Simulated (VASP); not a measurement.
# ScAl3 (Cmmm) in VASP: single point with PBEsol

Aim: the single point of ScAl3 with PBEsol.

Everything below comes from runs of VASP 6.6.1. Logs are shortened: lines on timing, memory, paths and dates and some standing lists are left out, and cuts for length are marked.

## (1) The cell of the first run

It takes space group Cmmm (No. 65, orthorhombic). The conventional cell has a = 5.722 Å, b = 5.794 Å, c = 4.071 Å, α = 90.00°, β = 90.00°, γ = 90.00°. Sc (site symmetry mmm) has 12 Al at 2.86 to 2.90 Å within 3.8 Å. Within 3.8 Å of Al (site symmetry 2/m) lie 8 Al at 2.86 to 2.90 Å and 4 Sc at 2.88 Å. Al (site symmetry mmm) has 4 Sc at 2.86 to 2.90 Å and 8 Al at 2.88 Å within 3.8 Å.

## (2) Single point, PBEsol (strain +0.0125 x Voigt [0, 0, 0, 1, 0, 0])

The input, INCAR:

```
SYSTEM = ScAl3
  PREC = Accurate
  ENCUT = 520
  EDIFF = 1E-6
  ISMEAR = 0
  SIGMA = 0.15
  LREAL = .FALSE.
  LASPH = .TRUE.
  NELM = 60
  ALGO = Fast
  ISIF = 2
  LWAVE = .FALSE.
  LCHARG = .FALSE.
  GGA = PS
  NBANDS = 18
```

The input, KPOINTS:

```
regular mesh
0
G
  12 12 12
  0 0 0
```

The input, POSCAR:

```
ScAl3
1.0
    4.0712986163      0.0000000000      0.0000000000
    0.0000000000      4.0712986163      0.0254456164
    0.0000000000      0.0254456164      4.0712986163
Sc Al
1 3
Direct
    0.0000000000      0.0000000000      0.0000000000
    0.5000000000      0.0000000000      0.5000000000
    0.0000000000      0.5000000000      0.5000000000
    0.5000000000      0.5000000000      0.0000000000
```

Potentials or basis: VASP PAW PBE potentials, release 64 (Sc_sv, Al).

Started as:

```console
$ cat potpaw_PBE.64/Sc_sv/POTCAR potpaw_PBE.64/Al/POTCAR > POTCAR
$ mpirun -np 1 vasp_std > vasp.out
```

OUTCAR:

```text
SYSTEM = ScAl3
   PREC = Accurate
   ENCUT = 520
   EDIFF = 1E-6
   ISMEAR = 0
   LREAL = .FALSE.
   LASPH = .TRUE.
   NELM = 60
   ISIF = 2
   GGA = PS

 ion  position               nearest neighbor table
   1  0.000  0.000  0.000-   3 2.86   3 2.86   2 2.88   2 2.88   4 2.88   4 2.88   2 2.88   4 2.88
                             2 2.88   4 2.88   3 2.90   3 2.90
   2  0.500  0.000  0.500-   4 2.86   4 2.86   1 2.88   1 2.88   3 2.88   3 2.88   1 2.88   3 2.88
                             1 2.88   3 2.88   4 2.90   4 2.90
   3  0.000  0.500  0.500-   1 2.86   1 2.86   2 2.88   4 2.88   4 2.88   2 2.88   2 2.88   4 2.88
                             4 2.88   2 2.88   1 2.90   1 2.90
   4  0.500  0.500  0.000-   2 2.86   2 2.86   1 2.88   3 2.88   1 2.88   3 2.88   1 2.88   3 2.88
                             3 2.88   1 2.88   2 2.90   2 2.90

  LATTYP: Found a base centered orthorhombic cell.
 ALAT       =     5.7217001838
 B/A-ratio  =     1.0125786164
 C/A-ratio  =     0.7115539937

  Lattice vectors:

 A1 = (   0.0000000000,  -0.0254456164,  -4.0712986163)
 A2 = (   0.0000000000,   4.0712986163,   0.0254456164)
 A3 = (   4.0712986163,   0.0000000000,   0.0000000000)

Analysis of symmetry for initial positions (statically):
=====================================================================
 Subroutine PRICEL returns:
 Original cell was already a primitive cell.

 Routine SETGRP: Setting up the symmetry group for a
 base centered orthorhombic supercell.

 Subroutine GETGRP returns: Found  8 space group operations
 (whereof  8 operations were pure point group operations)
 out of a pool of  8 trial point group operations.

The static configuration has the point symmetry D_2h.

Analysis of symmetry for dynamics (positions and initial velocities):
=====================================================================
 Subroutine PRICEL returns:
 Original cell was already a primitive cell.

 Routine SETGRP: Setting up the symmetry group for a
 base centered orthorhombic supercell.

 Subroutine GETGRP returns: Found  8 space group operations
 (whereof  8 operations were pure point group operations)
 out of a pool of  8 trial point group operations.

The dynamic configuration has the point symmetry D_2h.

 Subroutine INISYM returns: Found  8 space group operations
 (whereof  8 operations are pure point group operations),
 and found     1 'primitive' translations

----------------------------------------------------------------------------------------

                                     Primitive cell

  volume of cell :      67.4811

  direct lattice vectors                    reciprocal lattice vectors
     4.071298616  0.000000000  0.000000000     0.245621875  0.000000000  0.000000000
     0.000000000  4.071298616  0.025445616     0.000000000  0.245631470 -0.001535197
     0.000000000  0.025445616  4.071298616     0.000000000 -0.001535197  0.245631470

  length of vectors
     4.071298616  4.071378133  4.071378133     0.245621875  0.245636267  0.245636267

  position of ions in fractional coordinates (direct lattice)
     0.000000000  0.000000000  0.000000000
     0.500000000  0.000000000  0.500000000
     0.000000000  0.500000000  0.500000000
     0.500000000  0.500000000  0.000000000

  ion indices of the primitive-cell ions
   primitive index   ion index
                 1           1
                 2           2
                 3           3
                 4           4

----------------------------------------------------------------------------------------

 KPOINTS: regular mesh

Automatic generation of k-mesh.
 Grid dimensions read from file:
 generate k-points for:   12   12   12

 Generating k-lattice:

  Cartesian coordinates                     Fractional coordinates (reciprocal lattice)
     0.020468490  0.000000000  0.000000000     0.083333333  0.000000000  0.000000000
     0.000000000  0.020469289 -0.000127933     0.000000000  0.083333333  0.000000000
     0.000000000 -0.000127933  0.020469289     0.000000000  0.000000000  0.083333333

  Length of vectors
     0.020468490  0.020469689  0.020469689

  Shift w.r.t. Gamma in fractional coordinates (k-lattice)
     0.000000000  0.000000000  0.000000000

 Subroutine IBZKPT returns following result:
 ===========================================

 Found    301 irreducible k-points:

 Following reciprocal coordinates:
            Coordinates               Weight
  0.000000  0.000000  0.000000      1.000000
  0.083333  0.000000  0.000000      2.000000
  0.166667  0.000000  0.000000      2.000000
  0.250000  0.000000  0.000000      2.000000
  0.333333  0.000000  0.000000      2.000000
  0.416667  0.000000  0.000000      2.000000
[... 16 lines left out ...]
  0.083333  0.250000  0.000000      8.000000
  0.166667  0.250000  0.000000      8.000000
 [... further k-points ...]
   k-points           NKPTS =    301   k-points in BZ     NKDIM =    301   number of bands    NBANDS=     18
   number of dos      NEDOS =    301   number of ions     NIONS =      4
   total plane-waves  NPLWV =  27000
   dimension x,y,z NGX =    30 NGY =   30 NGZ =   30
   dimension x,y,z NGXF=    60 NGYF=   60 NGZF=   60
   ions per type =               1   3
   NGX,Y,Z   is equivalent  to a cutoff of  12.25, 12.25, 12.25 a.u.
   NGXF,Y,Z  is equivalent  to a cutoff of  24.50, 24.50, 24.50 a.u.
 SYSTEM =  ScAl3
   PREC   = accura    normal or accurate (medium, high low for compatibility)
   ISTART =      0    job   : 0-new  1-cont  2-samecut
   ICHARG =      2    charge: 1-file 2-atom 10-const
   ISPIN  =      1    spin polarized calculation?
   LNONCOLLINEAR =      F non collinear calculations
   LSORBIT =      F    spin-orbit coupling
   LASPH  =      T    aspherical Exc in radial PAW
   ENCUT  =  520.0 eV  38.22 Ry    6.18 a.u.   7.57  7.57  7.57*2*pi/ulx,y,z
   NELM   =     60;   NELMIN=  2; NELMDL= -5     # of ELM steps
   EDIFF  = 0.1E-05   stopping-criterion for ELM
   LREAL  =      F    real-space projection
   EDIFFG = 0.1E-04   stopping-criterion for IOM
   NSW    =      0    number of steps for IOM
   IBRION =     -1    ionic relax: 0-MD 1-quasi-New 2-CG
   NFREE  =      0    steps in history (QN), initial steepest desc. (CG)
   ISIF   =      2    stress and relaxation
   ISYM   =      2    0-nonsym 1-usesym 2-fastsym
   POTIM  = 0.5000    time-step for ionic-motion
   TEBEG  =    0.0;   TEEND  =   0.0 temperature during run
   PSTRESS=    0.0 pullay stress
   NELECT =      20.0000    total number of electrons
   NUPDOWN=      -1.0000    fix difference up-down
   EMIN   =  10.00;   EMAX   =-10.00  energy-range for DOS
   EFERMI =   0.00;   METHOD = LEGACY
   ISMEAR =     0;   SIGMA  =   0.15  broadening in eV -4-tet -1-fermi 0-gaus
   EFERMI_NEDOS =   21; number of points for ismear=-14 and -15
   IALGO  =     68    algorithm
   IMIX   =      4    mixing-type and parameters
     AMIX     =   0.40;   BMIX     =  1.00
     AMIX_MAG =   1.60;   BMIX_MAG =  1.00
  volume/ion in A,a.u.               =      16.87       113.85
  Fermi-wavevector in a.u.,A,eV,Ry     =   1.091501  2.062638 16.209637  1.191375
  Thomas-Fermi vector in A             =   2.227748
   LORBIT       =      0    0 simple, 1 ext, 2 COOP (PROOUT), +10 PAW based schemes
   GGA     = PS    functional components
   LHFCALC =     F    Hartree Fock is set to
   AEXX    =    0.0000 exact exchange contribution
   IVDW    =     0    specifies the selected vdW correction
   LEPSILON=     F    determine dielectric tensor
   LRPA    =     F    only Hartree local field effects (RPA)
 non-spin polarized calculation
 RMM-DIIS sequential band-by-band and
 Gauss-broadening in eV      SIGMA  =   0.15
  energy-cutoff  :      520.00
  volume of cell :       67.48
 maximum number of plane-waves:      1840
   NGX = 15   NGY = 15   NGZ = 15

 number of electron      19.9999998 magnetization

 Free energy of the ion-electron system (eV)
  ---------------------------------------------------
  ext. energy  EPLUGINS =         0.00000000
  ---------------------------------------------------
  free energy    TOTEN  =       -20.76946275 eV

  energy without entropy =      -20.75495545  energy(sigma->0) =      -20.76220910

 E-fermi :   7.3207     XC(G=0): -10.5465

 val. band max:        7.3104132670   @ k =   0.0000  -0.3333   0.2500
 cond. band min:       7.3235855844   @ k =   0.2500   0.3333   0.0000
 fundamental gap:      0.0131723173
 Fermi energy:         7.3206552605

 k-point     1 :       0.0000    0.0000    0.0000
  band No.  band energies     occupation
      1     -41.3911      2.00000
      2     -20.1964      2.00000
      3     -20.1945      2.00000
      4     -20.1930      2.00000
      5      -2.7738      2.00000
      6       4.6710      2.00000
[... 10 lines left out ...]
     17      12.6780      0.00000
     18      12.7761      0.00000

 k-point     2 :       0.0833    0.0000    0.0000
  band No.  band energies     occupation
      1     -41.3910      2.00000
      2     -20.1968      2.00000
      3     -20.1962      2.00000
      4     -20.1928      2.00000
      5      -2.7090      2.00000
      6       4.0823      2.00000
[... 10 lines left out ...]
     17      12.6407      0.00000
     18      12.8355      0.00000

 k-point     3 :       0.1667    0.0000    0.0000
  band No.  band energies     occupation
      1     -41.3907      2.00000
      2     -20.2033      2.00000
      3     -20.1957      2.00000
      4     -20.1923      2.00000
      5      -2.5158      2.00000
      6       3.1359      2.00000
[... 10 lines left out ...]
     17      12.6672      0.00000
     18      12.7905      0.00000

 k-point     4 :       0.2500    0.0000    0.0000
  band No.  band energies     occupation
      1     -41.3904      2.00000
      2     -20.2121      2.00000
      3     -20.1950      2.00000
      4     -20.1916      2.00000
      5      -2.1989      2.00000
      6       2.1626      2.00000
[... 375 lines left out ...]
      4     -20.1931      2.00000
      5      -2.1988      2.00000
      6       2.1630      2.00000
[... 10 lines left out ...]
     17      12.3574      0.00000
     18      13.2019      0.00000

 k-point    23 :       0.0833    0.2500    0.0000
  band No.  band energies     occupation
      1     -41.3903      2.00000
      2     -20.2123      2.00000
      3     -20.1954      2.00000
      4     -20.1930      2.00000
      5      -2.1366      2.00000
      6       2.2143      2.00000
[... 10 lines left out ...]
     17      12.3019      0.00000
     18      13.1768      0.00000

 k-point    24 :       0.1667    0.2500    0.0000
  band No.  band energies     occupation
      1     -41.3900      2.00000
      2     -20.2116      2.00000
      3     -20.2016      2.00000
      4     -20.1925      2.00000
      5      -1.9512      2.00000
      6       2.3648      2.00000
[... 10 lines left out ...]
     17      12.0060      0.00000
     18      12.9353      0.00000

 [... further k-points ...]

------------------------ aborting loop because EDIFF is reached ----------------------------------------

  FORCE on cell =-STRESS in cart. coord.  units (eV):
  Direction    XX          YY          ZZ          XY          YZ          ZX
  --------------------------------------------------------------------------------------
  -------------------------------------------------------------------------------------
  Total        0.0514995      0.0735398      0.0735398      0.0000000     -0.4050078      0.0000000
  in kB        1.2227338      1.7460279      1.7460279      0.0000000     -9.6159479      0.0000000
  external PRESSURE =       1.5715966 kB  Pullay stress =       0.0000000 kB

 VOLUME and BASIS-vectors are now :
 -----------------------------------------------------------------------------
  energy-cutoff  :      520.00
  volume of cell :       67.48
      direct lattice vectors                 reciprocal lattice vectors
     4.071298616  0.000000000  0.000000000     0.245621875  0.000000000  0.000000000
     0.000000000  4.071298616  0.025445616     0.000000000  0.245631470 -0.001535197
     0.000000000  0.025445616  4.071298616     0.000000000 -0.001535197  0.245631470

 POSITION                                       TOTAL-FORCE (eV/Angst)
 -----------------------------------------------------------------------------------
      0.00000      0.00000      0.00000         0.000000      0.000000      0.000000
      2.03565      0.01272      2.03565         0.000000     -0.000000      0.000000
      0.00000      2.04837      2.04837         0.000000      0.000000      0.000000
      2.03565      2.03565      0.01272         0.000000     -0.000000      0.000000
 -----------------------------------------------------------------------------------
    total drift:                               -0.000000     -0.000000      0.000000

  FREE ENERGIE OF THE ION-ELECTRON SYSTEM (eV)
  ---------------------------------------------------
  free  energy   TOTEN  =       -20.7694627480 eV

  energy  without entropy=      -20.7549554482  energy(sigma->0) =      -20.76220910
```

Wall time 3.2 min (1 thread of AMD EPYC 9R45 (Zen 5), shared host); peak memory 0.4 GiB.

Results:

```yaml
Free_energy: -20.7695 eV
Pressure: 0.2 GPa
Band_gap_on_the_k_mesh: zero (bands 10 and 11 overlap by 3.86 eV)
```

Stress tensor (GPa, compression positive):
```
 0.12  0.00  0.00
 0.00  0.17 -0.96
 0.00 -0.96  0.17
```

Caveat: the cell differs from its parent crystal (strain +0.0125 x Voigt [0, 0, 0, 1, 0, 0]); the PAW data sets were made with another functional, which shifts forces and pressure a little.
